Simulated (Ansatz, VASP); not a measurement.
## Two plane-wave programs on TiSi2

The input INCAR:

```
SYSTEM = TiSi2
ALGO = Normal ; EDIFF = 1E-7
ENCUT = 520 ; GGA = PS
ISIF = 2 ; ISMEAR = -1
LASPH = .True. ; LCHARG = .False.
LREAL = .False. ; LWAVE = .False.
NBANDS = 29 ; NELM = 100
PREC = Accurate ; SIGMA = 0.05
```

The input KPOINTS:

```
k-points
0
Gamma
  7 7 6
  0 0 0
```

File POSCAR:

```
TiSi2
1.0
    1.7298029245     -6.6240959043      0.0000000000
    1.7298029245      6.6240959043      0.0000000000
    0.0000000000      0.0000000000      3.5651739700
Ti Si
2 4
Direct
    0.1031180800      0.8968819200      0.2500000000
    0.8968819200      0.1031180800      0.7500000000
    0.7503148200      0.2496851800      0.2500000000
    0.2496851800      0.7503148200      0.7500000000
    0.4417485500      0.5582514500      0.2500000000
    0.5582514500      0.4417485500      0.7500000000
```

Contents of input.yaml:

```yaml
crystal:
  lattice:
    - [1.7298029245, -6.6240959043, 0.0]
    - [1.7298029245, 6.6240959043, 0.0]
    - [0.0, 0.0, 3.56517397]
  atoms:
    - { symbol: Ti, position: [0.10311808, 0.89688192, 0.25] }
    - { symbol: Ti, position: [0.89688192, 0.10311808, 0.75] }
    - { symbol: Si, position: [0.75031482, 0.24968518, 0.25] }
    - { symbol: Si, position: [0.24968518, 0.75031482, 0.75] }
    - { symbol: Si, position: [0.44174855, 0.55825145, 0.25] }
    - { symbol: Si, position: [0.55825145, 0.44174855, 0.75] }
hamiltonian:
  xc: pbesol
  pseudopotentials: { kind: paw }
kpoints:
  mp_grid: { grid: [7, 7, 6] }
scf:
  occupations: { method: fermi_dirac, width: 0.05 }
output:
  forces: true
  stress: true
  eigenvalues: true
```

Alike in both runs: task single point; functional PBEsol; k mesh 7 × 7 × 6; occupations fermi-dirac, width 0.05 eV; no spin polarisation.

```csv
,VASP,Ansatz
version,VASP 6.6.1,Ansatz 0.2.0
potentials or method,"VASP PAW PBE potentials, release 64 (Ti_sv, Si)",Ansatz PAW
plane-wave cutoff (eV),520,420
valence electrons in the cell,40,40
```

Ansatz gave:

| Property | Result |
| --- | --- |
| gap on the k mesh at the Fermi level (eV) | none |
| pressure (GPa) | 3.5 |
| traceless stress, the component that is largest in VASP (GPa) | -1.81 |
| rms of the force components (eV/Å) | 0.134 |

What did VASP give for the same quantities?

gap on the k mesh at the Fermi level (eV): none; pressure (GPa): 3.7; traceless stress, the component that is largest in VASP (GPa): -1.78; rms of the force components (eV/Å): 0.134.

VASP's potentials were made for PBE, not for PBEsol. Atom by atom the forces differ by 0.000 eV/Å (rms over components). A gap of «none» marks a metal or a gap that the smearing closes.
